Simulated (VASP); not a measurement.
# KCl (F-43m) in VASP: dielectric tensor with r2SCAN

Aim: the dielectric tensor of KCl with r2SCAN.

Everything below comes from runs of VASP 6.6.1. Logs are shortened: lines on timing, memory, paths and dates and some standing lists are left out, and cuts for length are marked.

**1. The cell of the first run**

The structure is cubic, space group F-43m (No. 216). Conventional cell: a = 7.015 Å, b = 7.015 Å, c = 7.015 Å, α = 90.00°, β = 90.00°, γ = 90.00°. Within 4.0 Å of K (site symmetry -43m) lie 4 Cl at 3.04 Å. Within 4.0 Å of Cl (site symmetry -43m) lie 4 K at 3.04 Å.

**2. Dielectric tensor, r2SCAN**

Contents of INCAR:

```
SYSTEM = KCl
ALGO = Normal
EDIFF = 1E-8
ENCUT = 520
ISIF = 2
ISMEAR = 0
LASPH = .True.
LCALCEPS = .True.
LCHARG = .False.
LMIXTAU = .True.
LREAL = .False.
LWAVE = .False.
METAGGA = R2SCAN
NELM = 80
PREC = Accurate
SIGMA = 0.01
```

Contents of KPOINTS:

```
k-points
0
Gamma
  6 6 6
  0 0 0
```

Contents of POSCAR:

```
KCl
1.0
    0.0000000000      3.5072828382      3.5072828382
    3.5072828382      0.0000000000      3.5072828382
    3.5072828382      3.5072828382      0.0000000000
K Cl
1 1
Direct
    0.0000000000      0.0000000000      0.0000000000
    0.2500000000      0.2500000000      0.2500000000
```

Potentials or basis: VASP PAW PBE potentials, release 64 (K_sv, Cl).

Started as:

```bash
$ cat potpaw_PBE.64/K_sv/POTCAR potpaw_PBE.64/Cl/POTCAR > POTCAR
$ mpirun -np 1 vasp_std > vasp.out
```

OUTCAR:

```text
SYSTEM = KCl
   EDIFF = 1E-8
   ENCUT = 520
   ISIF = 2
   ISMEAR = 0
   LASPH = .True.
   LREAL = .False.
   METAGGA = R2SCAN
   NELM = 80
   PREC = Accurate

 ion  position               nearest neighbor table
   1  0.000  0.000  0.000-   2 3.04   2 3.04   2 3.04   2 3.04
   2  0.250  0.250  0.250-   1 3.04   1 3.04   1 3.04   1 3.04

  LATTYP: Found a face centered cubic cell.
 ALAT       =     7.0145656764

  Lattice vectors:

 A1 = (   0.0000000000,   3.5072828382,   3.5072828382)
 A2 = (   3.5072828382,   0.0000000000,   3.5072828382)
 A3 = (   3.5072828382,   3.5072828382,   0.0000000000)

Analysis of symmetry for initial positions (statically):
=====================================================================
 Subroutine PRICEL returns:
 Original cell was already a primitive cell.

 Routine SETGRP: Setting up the symmetry group for a
 face centered cubic supercell.

 Subroutine GETGRP returns: Found 24 space group operations
 (whereof 24 operations were pure point group operations)
 out of a pool of 48 trial point group operations.

The static configuration has the point symmetry T_d .

Analysis of symmetry for dynamics (positions and initial velocities):
=====================================================================
 Subroutine PRICEL returns:
 Original cell was already a primitive cell.

 Routine SETGRP: Setting up the symmetry group for a
 face centered cubic supercell.

 Subroutine GETGRP returns: Found 24 space group operations
 (whereof 24 operations were pure point group operations)
 out of a pool of 48 trial point group operations.

The dynamic configuration has the point symmetry T_d .

 Subroutine INISYM returns: Found 24 space group operations
 (whereof 24 operations are pure point group operations),
 and found     1 'primitive' translations

----------------------------------------------------------------------------------------

                                     Primitive cell

  volume of cell :      86.2864

  direct lattice vectors                    reciprocal lattice vectors
     0.000000000  3.507282838  3.507282838    -0.142560501  0.142560501  0.142560501
     3.507282838  0.000000000  3.507282838     0.142560501 -0.142560501  0.142560501
     3.507282838  3.507282838  0.000000000     0.142560501  0.142560501 -0.142560501

  length of vectors
     4.960046957  4.960046957  4.960046957     0.246922032  0.246922032  0.246922032

  position of ions in fractional coordinates (direct lattice)
     0.000000000  0.000000000  0.000000000
     0.250000000  0.250000000  0.250000000

  ion indices of the primitive-cell ions
   primitive index   ion index
                 1           1
                 2           2

----------------------------------------------------------------------------------------

 KPOINTS: k-points

Automatic generation of k-mesh.
 Grid dimensions read from file:
 generate k-points for:    6    6    6

 Generating k-lattice:

  Cartesian coordinates                     Fractional coordinates (reciprocal lattice)
    -0.023760084  0.023760084  0.023760084     0.166666667  0.000000000  0.000000000
     0.023760084 -0.023760084  0.023760084     0.000000000  0.166666667  0.000000000
     0.023760084  0.023760084 -0.023760084     0.000000000  0.000000000  0.166666667

  Length of vectors
     0.041153672  0.041153672  0.041153672

  Shift w.r.t. Gamma in fractional coordinates (k-lattice)
     0.000000000  0.000000000  0.000000000

 Subroutine IBZKPT returns following result:
 ===========================================

 Found     16 irreducible k-points:

 Following reciprocal coordinates:
            Coordinates               Weight
  0.000000  0.000000  0.000000      1.000000
  0.166667  0.000000  0.000000      8.000000
  0.333333  0.000000  0.000000      8.000000
  0.500000  0.000000  0.000000      4.000000
  0.166667  0.166667  0.000000      6.000000
  0.333333  0.166667  0.000000     24.000000
[... 8 lines left out ...]
 -0.333333  0.333333  0.166667     24.000000
 -0.333333  0.500000  0.166667     12.000000
   k-points           NKPTS =     16   k-points in BZ     NKDIM =     16   number of bands    NBANDS=     12
   number of dos      NEDOS =    301   number of ions     NIONS =      2
   total plane-waves  NPLWV =  64000
   dimension x,y,z NGX =    40 NGY =   40 NGZ =   40
   dimension x,y,z NGXF=    80 NGYF=   80 NGZF=   80
   ions per type =               1   1
   NGX,Y,Z   is equivalent  to a cutoff of  13.41, 13.41, 13.41 a.u.
   NGXF,Y,Z  is equivalent  to a cutoff of  26.81, 26.81, 26.81 a.u.
 SYSTEM =  KCl
   PREC   = accura    normal or accurate (medium, high low for compatibility)
   ISTART =      0    job   : 0-new  1-cont  2-samecut
   ICHARG =      2    charge: 1-file 2-atom 10-const
   ISPIN  =      1    spin polarized calculation?
   LNONCOLLINEAR =      F non collinear calculations
   LSORBIT =      F    spin-orbit coupling
   LASPH  =      T    aspherical Exc in radial PAW
   ENCUT  =  520.0 eV  38.22 Ry    6.18 a.u.   9.22  9.22  9.22*2*pi/ulx,y,z
   NELM   =     80;   NELMIN=  2; NELMDL= -5     # of ELM steps
   EDIFF  = 0.1E-07   stopping-criterion for ELM
   LREAL  =      F    real-space projection
   EDIFFG = 0.1E-06   stopping-criterion for IOM
   NSW    =      0    number of steps for IOM
   IBRION =     -1    ionic relax: 0-MD 1-quasi-New 2-CG
   NFREE  =      0    steps in history (QN), initial steepest desc. (CG)
   ISIF   =      2    stress and relaxation
   ISYM   =      2    0-nonsym 1-usesym 2-fastsym
   POTIM  = 0.5000    time-step for ionic-motion
   TEBEG  =    0.0;   TEEND  =   0.0 temperature during run
   PSTRESS=    0.0 pullay stress
   NELECT =      16.0000    total number of electrons
   NUPDOWN=      -1.0000    fix difference up-down
   EMIN   =  10.00;   EMAX   =-10.00  energy-range for DOS
   EFERMI =   0.00;   METHOD = LEGACY
   ISMEAR =     0;   SIGMA  =   0.01  broadening in eV -4-tet -1-fermi 0-gaus
   EFERMI_NEDOS =   21; number of points for ismear=-14 and -15
   IALGO  =     38    algorithm
   IMIX   =      4    mixing-type and parameters
     AMIX     =   0.40;   BMIX     =  1.00
     AMIX_MAG =   1.60;   BMIX_MAG =  1.00
  volume/ion in A,a.u.               =      43.14       291.14
  Fermi-wavevector in a.u.,A,eV,Ry     =   0.933542  1.764139 11.857496  0.871501
  Thomas-Fermi vector in A             =   2.060255
   LORBIT       =      0    0 simple, 1 ext, 2 COOP (PROOUT), +10 PAW based schemes
   METAGGA = R2SCAN    functional components
   LHFCALC =     F    Hartree Fock is set to
   AEXX    =    0.0000 exact exchange contribution
   IVDW    =     0    specifies the selected vdW correction
   LEPSILON=     F    determine dielectric tensor
   LRPA    =     F    only Hartree local field effects (RPA)
   LRPA       =     F
 non-spin polarized calculation
 Gauss-broadening in eV      SIGMA  =   0.01
  energy-cutoff  :      520.00
  volume of cell :       86.29
 maximum number of plane-waves:      2346
 NGX is ok and might be reduce to    40
   NGX = 19   NGY = 19   NGZ = 19

 number of electron      16.0000000 magnetization

 Free energy of the ion-electron system (eV)
  ---------------------------------------------------
  ext. energy  EPLUGINS =         0.00000000
  ---------------------------------------------------
  free energy    TOTEN  =       -16.22200843 eV

  energy without entropy =      -16.22200843  energy(sigma->0) =      -16.22200843

 E-fermi :  -3.5027     XC(G=0):  -6.3707

 val. band max:       -3.5948293482   @ k =   0.5000   0.5000   0.0000
 cond. band min:   10000.0000000000   @ k =   0.0000   0.0000   0.0000
 fundamental gap:  10003.5948293482
 Fermi energy:        -3.5026969815

 k-point     1 :       0.0000    0.0000    0.0000
  band No.  band energies     occupation
      1     -31.9432      2.00000
      2     -15.8894      2.00000
      3     -14.6660      2.00000
      4     -14.6655      2.00000
      5     -14.6650      2.00000
      6      -3.6321      2.00000
      7      -3.6319      2.00000
      8      -3.6318      2.00000
      9   10000.0000      0.00000
     10   10000.0000      0.00000
     11   10000.0000      0.00000
     12   10000.0000      0.00000

 k-point     2 :       0.1667    0.0000    0.0000
  band No.  band energies     occupation
      1     -31.9425      2.00000
      2     -15.9352      2.00000
      3     -14.6683      2.00000
      4     -14.6677      2.00000
      5     -14.6149      2.00000
      6      -3.7210      2.00000
      7      -3.6247      2.00000
      8      -3.6245      2.00000
      9   10000.0000      0.00000
     10   10000.0000      0.00000
     11   10000.0000      0.00000
     12   10000.0000      0.00000

 k-point     3 :       0.3333    0.0000    0.0000
  band No.  band energies     occupation
      1     -31.9411      2.00000
      2     -16.0168      2.00000
      3     -14.6735      2.00000
      4     -14.6729      2.00000
      5     -14.5237      2.00000
      6      -3.8651      2.00000
      7      -3.6106      2.00000
      8      -3.6104      2.00000
      9   10000.0000      0.00000
     10   10000.0000      0.00000
     11   10000.0000      0.00000
     12   10000.0000      0.00000
[... 286 lines left out ...]
 k-point    23 :       0.0000    0.1667    0.1667
  band No.  band energies     occupation
      1     -31.9423      2.00000
      2     -15.9494      2.00000
      3     -14.6719      2.00000
      4     -14.6719      2.00000
      5     -14.5928      2.00000
      6      -3.7449      2.00000
      7      -3.6236      2.00000
      8      -3.6236      2.00000
      9   10000.0000      0.00000
     10   10000.0000      0.00000
     11   10000.0000      0.00000
     12   10000.0000      0.00000

 k-point    24 :       0.0000    0.3333    0.1667
  band No.  band energies     occupation
      1     -31.9411      2.00000
      2     -16.0161      2.00000
      3     -14.6795      2.00000
      4     -14.6777      2.00000
      5     -14.5133      2.00000
      6      -3.8456      2.00000
      7      -3.6286      2.00000
      8      -3.6119      2.00000
      9   10000.0000      0.00000
     10   10000.0000      0.00000
     11   10000.0000      0.00000
     12   10000.0000      0.00000

 [... further k-points ...]

------------------------ aborting loop because EDIFF is reached ----------------------------------------

            Ionic dipole moment: p[ion]=(    12.27549    12.27549    12.27549 ) |e| Angst

 Total electronic dipole moment: p[elc]=(     0.00172     0.00172     0.00583 ) |e| Angst

 MACROSCOPIC STATIC DIELECTRIC TENSOR (including local field effects)
 ------------------------------------------------------
           1.862474     0.000000    -0.000000
           0.000000     1.862474    -0.000000
          -0.000000     0.000000     1.862474
 ------------------------------------------------------

 PIEZOELECTRIC TENSOR (including local field effects) (e Angst)
          XX          YY          ZZ          XY          YZ          ZX
  --------------------------------------------------------------------------------
  x     0.00000     0.00000     0.00000     0.00000    -0.44583    -0.00000
  y     0.00000     0.00000     0.00000    -0.00000     0.00000    -0.44583
  z     0.00000     0.00000     0.00000    -0.44583    -0.00000    -0.00000

 PIEZOELECTRIC TENSOR (including local field effects) (C/m^2)
          XX          YY          ZZ          XY          YZ          ZX
  --------------------------------------------------------------------------------
  x     0.00000     0.00000     0.00000     0.00000    -0.08278    -0.00000
  y     0.00000     0.00000     0.00000    -0.00000     0.00000    -0.08278
  z     0.00000     0.00000     0.00000    -0.08278    -0.00000    -0.00000

 BORN EFFECTIVE CHARGES (including local field effects) (in |e|, cummulative output)
 ---------------------------------------------------------------------------------
 ion    1
    1     1.00581     0.00000     0.00000
    2     0.00000     1.00581    -0.00000
    3     0.00000     0.00000     1.00581
 ion    2
    1    -1.00581     0.00000     0.00000
    2     0.00000    -1.00581     0.00000
    3     0.00000    -0.00000    -1.00581

  FORCE on cell =-STRESS in cart. coord.  units (eV):
  Direction    XX          YY          ZZ          XY          YZ          ZX
  --------------------------------------------------------------------------------------
  -------------------------------------------------------------------------------------
  Total       -0.0074389     -0.0074389     -0.0074389      0.0000000      0.0000000     -0.0000000
  in kB       -0.1381269     -0.1381269     -0.1381269      0.0000000      0.0000000     -0.0000000
  external PRESSURE =      -0.1381269 kB  Pullay stress =       0.0000000 kB

 VOLUME and BASIS-vectors are now :
 -----------------------------------------------------------------------------
  energy-cutoff  :      520.00
  volume of cell :       86.29
      direct lattice vectors                 reciprocal lattice vectors
     0.000000000  3.507282838  3.507282838    -0.142560501  0.142560501  0.142560501
     3.507282838  0.000000000  3.507282838     0.142560501 -0.142560501  0.142560501
     3.507282838  3.507282838  0.000000000     0.142560501  0.142560501 -0.142560501

 POSITION                                       TOTAL-FORCE (eV/Angst)
 -----------------------------------------------------------------------------------
      0.00000      0.00000      0.00000         0.000000      0.000000      0.000000
      1.75364      1.75364      1.75364        -0.000000     -0.000000     -0.000000
 -----------------------------------------------------------------------------------
    total drift:                               -0.000000     -0.000000     -0.000000

  FREE ENERGIE OF THE ION-ELECTRON SYSTEM (eV)
  ---------------------------------------------------
  free  energy   TOTEN  =       -16.2220084293 eV

  energy  without entropy=      -16.2220084293  energy(sigma->0) =      -16.22200843
```

Wall time 26 min (1 thread of Intel Xeon 6975P-C (Granite Rapids), shared host); peak memory 0.53 GiB.

Results:

```
Band gap on the k mesh                  : 5.35 eV (least direct gap 5.39 eV)
Electronic dielectric tensor (diagonal) : 1.86
Born charges (mean of the diagonal)     : K +1.01; Cl -1.01 e
```

Electronic dielectric tensor:
```
1.86 0.00 0.00
0.00 1.86 0.00
0.00 0.00 1.86
```

Born effective charge tensors (e):
atom 1, K
```
1.01 0.00 0.00
0.00 1.01 0.00
0.00 0.00 1.01
```
atom 2, Cl
```
-1.01  0.00  0.00
 0.00 -1.01  0.00
 0.00  0.00 -1.01
```

Dipole moments of the cell (e·Å, modulo the quantum): ionic 12.275, 12.275, 12.275; electronic 0.002, 0.002, 0.006

Caveat: the PAW data sets were made with another functional, which shifts forces and pressure a little.
